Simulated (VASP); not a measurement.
A run of VASP 6.6.1 is set up as follows.

Contents of INCAR:

```
PREC = Accurate
ENCUT = 520
EDIFF = 1E-6
ISMEAR = 0
SIGMA = 0.15
LREAL = False
LASPH = True
NELM = 60
ALGO = Normal
ISIF = 2
LWAVE = False
LCHARG = True
GGA = PS
LELF = True
LVHAR = True
NBANDS = 14
```

The input KPOINTS:

```
Automatic mesh
0
Gamma
  18 18 10
```

Contents of POSCAR:

```
TiAl
1.0
    2.7621000000      0.0000000000      0.0000000000
   -1.3810500000      2.3920487678      0.0000000000
    0.0000000000      0.0000000000      4.8655000000
Ti Al
1 1
Direct
    0.0000000000      0.0000000000      0.0000000000
    0.3333333333      0.6666666667      0.5000000000
```

Potentials or basis: VASP PAW PBE potentials, release 64 (Ti_sv, Al).

Launch:

```console
$ cat potpaw_PBE.64/Ti_sv/POTCAR potpaw_PBE.64/Al/POTCAR > POTCAR
$ mpirun -np 1 vasp_std > vasp.out
```

Problem. Predict the pressure.

Solution. 0.7 GPa.

Problem. Predict the band gap on the k mesh.

Solution. Zero (an odd number of electrons rules out a gap without spin polarisation).

Stress tensor (GPa, compression positive):
```
 5.44  0.00  0.00
 0.00  5.44  0.00
 0.00  0.00 -8.89
```

Caveat: the PAW data sets were made with another functional, which shifts forces and pressure a little.
